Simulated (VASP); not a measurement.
# GaSb (I-4m2) in VASP: notebook, part 2 of 2

VASP 6.6.1. The steps go on from the part before.

## Step 4: Single point, LDA

This run uses another cell than the first one, of 23.79 Å³/atom.

File INCAR:

```
SYSTEM = GaSb
PREC = Accurate
ENCUT = 520
EDIFF = 1E-7
ISMEAR = 0
SIGMA = 0.15
LREAL = .FALSE.
LASPH = .TRUE.
NELM = 80
ALGO = Normal
ISIF = 2
LWAVE = .FALSE.
LCHARG = .TRUE.
GGA = CA
LELF = .TRUE.
LVHAR = .TRUE.
NBANDS = 16
```

File KPOINTS:

```
regular mesh
0
G
  16 16 16
  0 0 0
```

File POSCAR:

```
GaSb
1.0
   -2.7351500000      2.7351500000      1.5899500000
    2.7351500000     -2.7351500000      1.5899500000
    2.7351500000      2.7351500000     -1.5899500000
Ga Sb
1 1
Direct
    0.2500000000      0.7500000000      0.5000000000
    0.0000000000      0.0000000000      0.0000000000
```

Potentials or basis: VASP PAW LDA potentials, release 64 (Ga_d, Sb).

Command:

```sh
cat potpaw_LDA.64/Ga_d/POTCAR potpaw_LDA.64/Sb/POTCAR > POTCAR
mpirun -np 1 vasp_std > vasp.out
```

OUTCAR:

```text
SYSTEM = GaSb
   PREC = Accurate
   ENCUT = 520
   EDIFF = 1E-7
   ISMEAR = 0
   LREAL = .FALSE.
   LASPH = .TRUE.
   NELM = 80
   ISIF = 2
   GGA = CA

 ion  position               nearest neighbor table
   1  0.250  0.750  0.500-   2 2.85   2 2.85   2 2.85   2 2.85
   2  0.000  0.000  0.000-   1 2.85   1 2.85   1 2.85   1 2.85

  LATTYP: Found a body centered tetragonal cell.
 ALAT       =     5.4703000000
 C/A-ratio  =     0.5813026708

  Lattice vectors:

 A1 = (  -2.7351500000,   2.7351500000,   1.5899500000)
 A2 = (   2.7351500000,  -2.7351500000,   1.5899500000)
 A3 = (   2.7351500000,   2.7351500000,  -1.5899500000)

Analysis of symmetry for initial positions (statically):
=====================================================================
 Subroutine PRICEL returns:
 Original cell was already a primitive cell.

 Routine SETGRP: Setting up the symmetry group for a
 body centered tetragonal supercell.

 Subroutine GETGRP returns: Found  8 space group operations
 (whereof  8 operations were pure point group operations)
 out of a pool of 16 trial point group operations.
[... 157 lines left out ...]
  ext. energy  EPLUGINS =         0.00000000
  ---------------------------------------------------
  free energy    TOTEN  =        -8.34820120 eV

  energy without entropy =       -8.33918858  energy(sigma->0) =       -8.34369489

 E-fermi :   6.5194     XC(G=0): -10.5190

 val. band max:        6.5167301736   @ k =  -0.2500   0.4375   0.0625
 cond. band min:       6.5565806880   @ k =  -0.2500  -0.3750   0.0625
 fundamental gap:      0.0398505144
 Fermi energy:         6.5193629851

 k-point     1 :       0.0000    0.0000    0.0000
  band No.  band energies     occupation
      1      -8.5128      2.00000
      2      -8.4317      2.00000
      3      -8.4239      2.00000
      4      -8.4013      2.00000
      5      -8.4013      2.00000
      6      -5.5170      2.00000
[... 433 lines left out ...]
      3      -8.4235      2.00000
      4      -8.4013      2.00000
      5      -8.4009      2.00000
      6      -5.4821      2.00000
[... 8 lines left out ...]
     15      16.1072      0.00000
     16      17.1886      0.00000

 [... further k-points ...]
[... 5 lines left out ...]
  --------------------------------------------------------------------------------------
  -------------------------------------------------------------------------------------
  Total       -0.9835673     -0.9835673     -1.1108296      0.0000000      0.0000000      0.0000000
  in kB      -33.1214170    -33.1214170    -37.4069490      0.0000000      0.0000000      0.0000000
  external PRESSURE =     -34.5499277 kB  Pullay stress =       0.0000000 kB

 VOLUME and BASIS-vectors are now :
 -----------------------------------------------------------------------------
  energy-cutoff  :      520.00
  volume of cell :       47.58
      direct lattice vectors                 reciprocal lattice vectors
    -2.735150000  2.735150000  1.589950000     0.000000000  0.182805331  0.314475298
     2.735150000 -2.735150000  1.589950000     0.182805331  0.000000000  0.314475298
     2.735150000  2.735150000 -1.589950000     0.182805331  0.182805331  0.000000000

 POSITION                                       TOTAL-FORCE (eV/Angst)
 -----------------------------------------------------------------------------------
      2.73515      0.00000      0.79497        -0.000000      0.000000     -0.000000
      0.00000      0.00000      0.00000         0.000000     -0.000000      0.000000
 -----------------------------------------------------------------------------------
    total drift:                               -0.000000      0.000000     -0.000000

  FREE ENERGIE OF THE ION-ELECTRON SYSTEM (eV)
  ---------------------------------------------------
  free  energy   TOTEN  =        -8.3482011958 eV

  energy  without entropy=       -8.3391885799  energy(sigma->0) =       -8.34369489
```

OSZICAR:

```text
N       E                     dE             d eps       ncg     rms          rms(c)
DAV:   1     0.836523889650E+02    0.83652E+02   -0.82076E+03 11184   0.147E+03
DAV:   2    -0.204754671325E+01   -0.85700E+02   -0.82881E+02 13192   0.320E+02
DAV:   3    -0.827635165691E+01   -0.62288E+01   -0.61989E+01 13320   0.644E+01
DAV:   4    -0.838619268094E+01   -0.10984E+00   -0.10982E+00 13792   0.949E+00
DAV:   5    -0.838880645265E+01   -0.26138E-02   -0.26137E-02 14128   0.132E+00    0.257E+00
DAV:   6    -0.835805686945E+01    0.30750E-01   -0.42001E-02 14568   0.338E+00    0.143E+00
DAV:   7    -0.834866016526E+01    0.93967E-02   -0.12519E-02 16952   0.117E+00    0.244E-01
DAV:   8    -0.834821268969E+01    0.44748E-03   -0.15642E-03 14704   0.508E-01    0.322E-02
DAV:   9    -0.834820163989E+01    0.11050E-04   -0.70647E-05 13464   0.654E-02    0.173E-02
DAV:  10    -0.834820131271E+01    0.32718E-06   -0.69851E-06 14224   0.220E-02    0.284E-03
DAV:  11    -0.834820120350E+01    0.10921E-06   -0.86002E-07 14640   0.860E-03    0.190E-03
DAV:  12    -0.834820119576E+01    0.77434E-08   -0.40404E-08  8720   0.181E-03
   1 F= -.83482012E+01 E0= -.83436949E+01  d E =-.901262E-02
```

stdout:

```text
POSCAR found type information on POSCAR GaSb
 POSCAR found :  2 types and       2 ions
 scaLAPACK will be used
 LDA part: xc-table for (Slater(with rela. corr.)+CA(PZ))
 , standard interpolation
 POSCAR, INCAR and KPOINTS ok, starting setup
 FFT: planning ... GRIDC
 FFT: planning ... GRID_SOFT
 FFT: planning ... GRID
 WAVECAR not read
 entering main loop
```

Run time: 4.5 min. Hardware: 1 thread of Intel Xeon 8259CL, shared host; peak memory 0.38 GiB.

Results:

- Free energy: -8.3482 eV
- Pressure: -3.5 GPa
- Band gap on the k mesh: zero (bands 9 and 10 overlap by 4.79 eV)

Caveat: the cell stands under tension; spin-orbit coupling is left out, which moves the levels of the heavy elements.

## Step 5: Summary

| cell | gap on the mesh (eV) | pressure (GPa) |
| --- | --- | --- |
| a = 4.310 Å, angles 96.2, 96.2, 141.7°, 2 atoms | none | -1.5 |
| a = 4.096 Å, angles 100.2, 100.2, 130.2°, 2 atoms | none | -2.1 |
| a = 4.182 Å, angles 98.3, 98.3, 135.3°, 2 atoms | none | -3.5 |

Alike in all rows: task single point; level LDA; potentials or basis VASP PAW LDA potentials, release 64 (Ga_d, Sb); no spin polarisation; k mesh 16 × 16 × 16; cutoff (eV) 520; smearing gaussian 0.15 eV.

Caveats: spin-orbit coupling is left out, which moves the levels of the heavy elements; the stress differs along the axes, from -5 to 6 GPa (at least some runs); the cell stands under tension (at least some runs).

Absolute energies hang on the potentials; compare differences alone.

The gap in the log of VASP goes by the Fermi energy; the results here count the filled bands.